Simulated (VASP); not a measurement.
# Al (Fm-3m) in VASP: single point with PBE

Aim: the single point of Al with PBE.

All numbers are computed with VASP 6.6.1; they aren't measurements. Logs are shortened: lines on timing, memory, paths and dates and some standing lists are left out, and cuts for length are marked.

## Step 1: The cell of the first run

It takes space group Fm-3m (No. 225, cubic). The conventional cell has a = 4.050 Å, b = 4.050 Å, c = 4.050 Å, α = 90.00°, β = 90.00°, γ = 90.00°. Al (site symmetry m-3m) has 12 Al at 2.86 Å within 3.8 Å.

## Step 2: Single point, PBE

The input, INCAR:

```
  PREC = Accurate
  ENCUT = 520
  EDIFF = 1E-6
  ISMEAR = -1
  SIGMA = 0.1
  LREAL = False
  LASPH = True
  NELM = 100
  ALGO = Normal
  ISIF = 2
  LWAVE = False
  LCHARG = False
  GGA = PE
  NBANDS = 8
```

The input, KPOINTS:

```
Automatic mesh
0
Gamma
  12 12 12
```

The input, POSCAR:

```
Al
1.0
    0.0000000000      2.0250000000      2.0250000000
    2.0250000000      0.0000000000      2.0250000000
    2.0250000000      2.0250000000      0.0000000000
Al
1
Direct
    0.0000000000      0.0000000000      0.0000000000
```

Potentials or basis: VASP PAW PBE potentials, release 64 (Al).

Command:

```console
$ cat potpaw_PBE.64/Al/POTCAR > POTCAR
$ mpirun -np 1 vasp_std > vasp.out
```

OUTCAR:

```text
PREC = Accurate
   ENCUT = 520
   EDIFF = 1E-6
   ISMEAR = -1
   LREAL = False
   LASPH = True
   NELM = 100
   ISIF = 2
   GGA = PE

 ion  position               nearest neighbor table
   1  0.000  0.000  0.000-

  LATTYP: Found a face centered cubic cell.
 ALAT       =     4.0500000000

  Lattice vectors:

 A1 = (   0.0000000000,   2.0250000000,   2.0250000000)
 A2 = (   2.0250000000,   0.0000000000,   2.0250000000)
 A3 = (   2.0250000000,   2.0250000000,   0.0000000000)

Analysis of symmetry for initial positions (statically):
=====================================================================
 Subroutine PRICEL returns:
 Original cell was already a primitive cell.

 Routine SETGRP: Setting up the symmetry group for a
 face centered cubic supercell.

 Subroutine GETGRP returns: Found 48 space group operations
 (whereof 48 operations were pure point group operations)
 out of a pool of 48 trial point group operations.

The static configuration has the point symmetry O_h .

Analysis of symmetry for dynamics (positions and initial velocities):
=====================================================================
 Subroutine PRICEL returns:
 Original cell was already a primitive cell.

 Routine SETGRP: Setting up the symmetry group for a
 face centered cubic supercell.

 Subroutine GETGRP returns: Found 48 space group operations
 (whereof 48 operations were pure point group operations)
 out of a pool of 48 trial point group operations.

The dynamic configuration has the point symmetry O_h .

 Subroutine INISYM returns: Found 48 space group operations
 (whereof 48 operations are pure point group operations),
 and found     1 'primitive' translations

----------------------------------------------------------------------------------------

                                     Primitive cell

  volume of cell :      16.6075

  direct lattice vectors                    reciprocal lattice vectors
     0.000000000  2.025000000  2.025000000    -0.246913580  0.246913580  0.246913580
     2.025000000  0.000000000  2.025000000     0.246913580 -0.246913580  0.246913580
     2.025000000  2.025000000  0.000000000     0.246913580  0.246913580 -0.246913580

  length of vectors
     2.863782464  2.863782464  2.863782464     0.427666866  0.427666866  0.427666866

  position of ions in fractional coordinates (direct lattice)
     0.000000000  0.000000000  0.000000000

  ion indices of the primitive-cell ions
   primitive index   ion index
                 1           1

----------------------------------------------------------------------------------------

 KPOINTS: Automatic mesh

Automatic generation of k-mesh.
 Grid dimensions read from file:
 generate k-points for:   12   12   12

 Generating k-lattice:

  Cartesian coordinates                     Fractional coordinates (reciprocal lattice)
    -0.020576132  0.020576132  0.020576132     0.083333333  0.000000000  0.000000000
     0.020576132 -0.020576132  0.020576132     0.000000000  0.083333333  0.000000000
     0.020576132  0.020576132 -0.020576132     0.000000000  0.000000000  0.083333333

  Length of vectors
     0.035638906  0.035638906  0.035638906

  Shift w.r.t. Gamma in fractional coordinates (k-lattice)
     0.000000000  0.000000000  0.000000000

 Subroutine IBZKPT returns following result:
 ===========================================

 Found     72 irreducible k-points:

 Following reciprocal coordinates:
            Coordinates               Weight
  0.000000  0.000000  0.000000      1.000000
  0.083333  0.000000  0.000000      8.000000
  0.166667  0.000000  0.000000      8.000000
  0.250000  0.000000  0.000000      8.000000
  0.333333  0.000000  0.000000      8.000000
  0.416667  0.000000  0.000000      8.000000
[... 16 lines left out ...]
  0.500000  0.166667  0.000000     24.000000
 -0.416667  0.166667  0.000000     24.000000
 [... further k-points ...]
   k-points           NKPTS =     72   k-points in BZ     NKDIM =     72   number of bands    NBANDS=      8
   number of dos      NEDOS =    301   number of ions     NIONS =      1
   total plane-waves  NPLWV =  13824
   dimension x,y,z NGX =    24 NGY =   24 NGZ =   24
   dimension x,y,z NGXF=    48 NGYF=   48 NGZF=   48
   ions per type =               1
   NGX,Y,Z   is equivalent  to a cutoff of  13.93, 13.93, 13.93 a.u.
   NGXF,Y,Z  is equivalent  to a cutoff of  27.86, 27.86, 27.86 a.u.
 SYSTEM =  unknown system
   PREC   = accura    normal or accurate (medium, high low for compatibility)
   ISTART =      0    job   : 0-new  1-cont  2-samecut
   ICHARG =      2    charge: 1-file 2-atom 10-const
   ISPIN  =      1    spin polarized calculation?
   LNONCOLLINEAR =      F non collinear calculations
   LSORBIT =      F    spin-orbit coupling
   LASPH  =      T    aspherical Exc in radial PAW
   ENCUT  =  520.0 eV  38.22 Ry    6.18 a.u.   5.32  5.32  5.32*2*pi/ulx,y,z
   NELM   =    100;   NELMIN=  2; NELMDL= -5     # of ELM steps
   EDIFF  = 0.1E-05   stopping-criterion for ELM
   LREAL  =      F    real-space projection
   EDIFFG = 0.1E-04   stopping-criterion for IOM
   NSW    =      0    number of steps for IOM
   IBRION =     -1    ionic relax: 0-MD 1-quasi-New 2-CG
   NFREE  =      0    steps in history (QN), initial steepest desc. (CG)
   ISIF   =      2    stress and relaxation
   ISYM   =      2    0-nonsym 1-usesym 2-fastsym
   POTIM  = 0.5000    time-step for ionic-motion
   TEBEG  =    0.0;   TEEND  =   0.0 temperature during run
   PSTRESS=    0.0 pullay stress
   NELECT =       3.0000    total number of electrons
   NUPDOWN=      -1.0000    fix difference up-down
   EMIN   =  10.00;   EMAX   =-10.00  energy-range for DOS
   EFERMI =   0.00;   METHOD = LEGACY
   ISMEAR =    -1;   SIGMA  =   0.10  broadening in eV -4-tet -1-fermi 0-gaus
   EFERMI_NEDOS =   21; number of points for ismear=-14 and -15
   IALGO  =     38    algorithm
   IMIX   =      4    mixing-type and parameters
     AMIX     =   0.40;   BMIX     =  1.00
     AMIX_MAG =   1.60;   BMIX_MAG =  1.00
  volume/ion in A,a.u.               =      16.61       112.07
  Fermi-wavevector in a.u.,A,eV,Ry     =   0.925437  1.748822 11.652489  0.856434
  Thomas-Fermi vector in A             =   2.051291
   LORBIT       =      0    0 simple, 1 ext, 2 COOP (PROOUT), +10 PAW based schemes
   GGA     = PE    functional components
   LHFCALC =     F    Hartree Fock is set to
   AEXX    =    0.0000 exact exchange contribution
   IVDW    =     0    specifies the selected vdW correction
   LEPSILON=     F    determine dielectric tensor
   LRPA    =     F    only Hartree local field effects (RPA)
 non-spin polarized calculation
  energy-cutoff  :      520.00
  volume of cell :       16.61
 maximum number of plane-waves:       459
 NGX is ok and might be reduce to    24
   NGX = 11   NGY = 11   NGZ = 11

 number of electron       3.0000000 magnetization

 Free energy of the ion-electron system (eV)
  ---------------------------------------------------
  ext. energy  EPLUGINS =         0.00000000
  ---------------------------------------------------
  free energy    TOTEN  =        -3.75974771 eV

  energy without entropy =       -3.74707040  energy(sigma->0) =       -3.75340906

 E-fermi :   7.8309     XC(G=0): -10.1728

 val. band max:        7.6960294487   @ k =   0.5000   0.2500   0.0833
 cond. band min:       7.8772266800   @ k =  -0.4167   0.4167   0.0833
 fundamental gap:      0.1811972314
 Fermi energy:         7.8309200544

 k-point     1 :       0.0000    0.0000    0.0000
  band No.  band energies     occupation
      1      -3.1568      2.00000
      2      20.5161      0.00000
      3      20.5161      0.00000
      4      20.5161      0.00000
      5      21.9593      0.00000
      6      21.9593      0.00000
      7      21.9593      0.00000
      8      24.3516      0.00000

 k-point     2 :       0.0833    0.0000    0.0000
  band No.  band energies     occupation
      1      -2.9689      2.00000
      2      17.8997      0.00000
      3      19.9385      0.00000
      4      19.9385      0.00000
      5      22.6358      0.00000
      6      22.8233      0.00000
      7      22.8233      0.00000
      8      26.1613      0.00000

 k-point     3 :       0.1667    0.0000    0.0000
  band No.  band energies     occupation
      1      -2.4066      2.00000
      2      14.5497      0.00000
      3      19.2358      0.00000
      4      19.2358      0.00000
      5      22.4557      0.00000
      6      23.8840      0.00000
      7      23.8840      0.00000
      8      25.1472      0.00000

 k-point     4 :       0.2500    0.0000    0.0000
  band No.  band energies     occupation
      1      -1.4744      2.00000
      2      11.3589      0.00000
      3      18.7937      0.00000
      4      18.7937      0.00000
      5      22.2271      0.00000
      6      22.6282      0.00000
      7      22.6282      0.00000
      8      26.6180      0.00000

 k-point     5 :       0.3333    0.0000    0.0000
  band No.  band energies     occupation
      1      -0.1793      2.00000
      2       8.4262      0.00518
      3      18.6544      0.00000
      4      18.6544      0.00000
      5      21.2398      0.00000
      6      21.2398      0.00000
      7      22.2041      0.00000
      8      25.1946      0.00000
[... 177 lines left out ...]
 k-point    22 :       0.4167    0.1667    0.0000
  band No.  band energies     occupation
      1       0.9817      2.00000
      2       8.1206      0.10465
      3      15.1934      0.00000
      4      15.8028      0.00000
      5      17.5218      0.00000
      6      24.6237      0.00000
      7      24.8193      0.00000
      8      27.6176      0.00000

 k-point    23 :       0.5000    0.1667    0.0000
  band No.  band energies     occupation
      1       2.7345      2.00000
      2       5.6076      2.00000
      3      14.1249      0.00000
      4      16.0763      0.00000
      5      17.8548      0.00000
      6      23.8465      0.00000
      7      26.1425      0.00000
      8      28.1384      0.00000

 k-point    24 :      -0.4167    0.1667    0.0000
  band No.  band energies     occupation
      1       3.3926      2.00000
      2       4.8373      2.00000
      3      13.3949      0.00000
      4      16.6709      0.00000
      5      18.5188      0.00000
      6      23.1630      0.00000
      7      25.8522      0.00000
      8      28.8339      0.00000

 [... further k-points ...]
[... 5 lines left out ...]
  --------------------------------------------------------------------------------------
  -------------------------------------------------------------------------------------
  Total       -0.0451054     -0.0451054     -0.0451054      0.0000000     -0.0000000      0.0000000
  in kB       -4.3514512     -4.3514512     -4.3514512      0.0000000     -0.0000000      0.0000000
  external PRESSURE =      -4.3514512 kB  Pullay stress =       0.0000000 kB

 VOLUME and BASIS-vectors are now :
 -----------------------------------------------------------------------------
  energy-cutoff  :      520.00
  volume of cell :       16.61
      direct lattice vectors                 reciprocal lattice vectors
     0.000000000  2.025000000  2.025000000    -0.246913580  0.246913580  0.246913580
     2.025000000  0.000000000  2.025000000     0.246913580 -0.246913580  0.246913580
     2.025000000  2.025000000  0.000000000     0.246913580  0.246913580 -0.246913580

 POSITION                                       TOTAL-FORCE (eV/Angst)
 -----------------------------------------------------------------------------------
      0.00000      0.00000      0.00000        -0.000000     -0.000000      0.000000
 -----------------------------------------------------------------------------------
    total drift:                               -0.000000      0.000000     -0.000000

  FREE ENERGIE OF THE ION-ELECTRON SYSTEM (eV)
  ---------------------------------------------------
  free  energy   TOTEN  =        -3.7597477147 eV

  energy  without entropy=       -3.7470703964  energy(sigma->0) =       -3.75340906
```

It took 21 s on 1 thread of AMD EPYC 7R13, shared host; peak memory 0.1 GiB.

What came out:

```yaml
Free_energy: -3.7597 eV
Pressure: -0.4 GPa
```
